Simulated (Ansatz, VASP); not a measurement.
Two plane-wave programs on ZnS

INCAR

```
SYSTEM = ZnS
  PREC = Accurate
  ENCUT = 520
  EDIFF = 1E-6
  ISMEAR = 0
  SIGMA = 0.05
  LREAL = .False.
  LASPH = .True.
  NELM = 80
  ALGO = Normal
  ISIF = 2
  LWAVE = .False.
  LCHARG = .True.
  GGA = PE
  LELF = .True.
  LVHAR = .True.
  NBANDS = 26
```

Contents of KPOINTS:

```
regular mesh
0
Gamma
  9 9 4
  0 0 0
```

Contents of POSCAR:

```
ZnS
1.0
    3.7944128042      0.0000000000      0.0000000000
   -1.8972064021      3.2860578809      0.0000000000
    0.0000000000      0.0000000000      6.3037246812
Zn S
2 2
Direct
    0.2823654471      0.6666666667      0.0052003729
    0.7176345529      0.3333333333      0.5052003729
    0.3745204671      0.6666666667      0.3797996271
    0.6254795329      0.3333333333      0.8797996271
```

Input for Ansatz:

```yaml
crystal:
  lattice:
    - [3.7944128042, 0.0, 0.0]
    - [-1.8972064021, 3.2860578809, 0.0]
    - [0.0, 0.0, 6.3037246812]
  atoms:
    - { symbol: Zn, position: [0.2823654471, 0.6666666667, 0.0052003729] }
    - { symbol: Zn, position: [0.7176345529, 0.3333333333, 0.5052003729] }
    - { symbol: S, position: [0.3745204671, 0.6666666667, 0.3797996271] }
    - { symbol: S, position: [0.6254795329, 0.3333333333, 0.8797996271] }
basis:
  ecutwfc: 520.0
kpoints:
  mp_grid: { grid: [9, 9, 4] }
hamiltonian:
  xc: pbe
scf:
  occupations: { method: gaussian, width: 0.05 }
output:
  forces: true
  stress: true
  eigenvalues: true
```

Change from the starting cell: mode 4 frozen in at -0.196 Å, equal normal strain along x and y -0.0133.

Alike in both runs: task single point; functional PBE; k mesh 9 × 9 × 4; occupations gaussian, width 0.05 eV; no spin polarisation.

```csv
,VASP,Ansatz
version,VASP 6.6.1,Ansatz 0.2.0
potentials or method,"VASP PAW PBE potentials, release 64 (Zn, S), cutoff 520 eV","scalar-relativistic, plane waves, PAW"
valence electrons in the cell,36,36
```

Ansatz gave:

```
gap on the k mesh at the Fermi level (eV)                     : 2.08
least direct gap on the mesh (eV)                             : 2.08
pressure (GPa)                                                : 1.7
traceless stress, the component that is largest in VASP (GPa) : -1.60
rms of the force components (eV/Å)                            : 0.149
```

Task: Estimate VASP's values.

Result: gap on the k mesh at the Fermi level (eV): 2.08; least direct gap on the mesh (eV): 2.08; pressure (GPa): 1.9; traceless stress, the component that is largest in VASP (GPa): -1.62; rms of the force components (eV/Å): 0.150.

Atom by atom the forces differ by 0.002 eV/Å (rms over components). With one functional, cell and mesh, what is left measures potentials, basis and numerics.
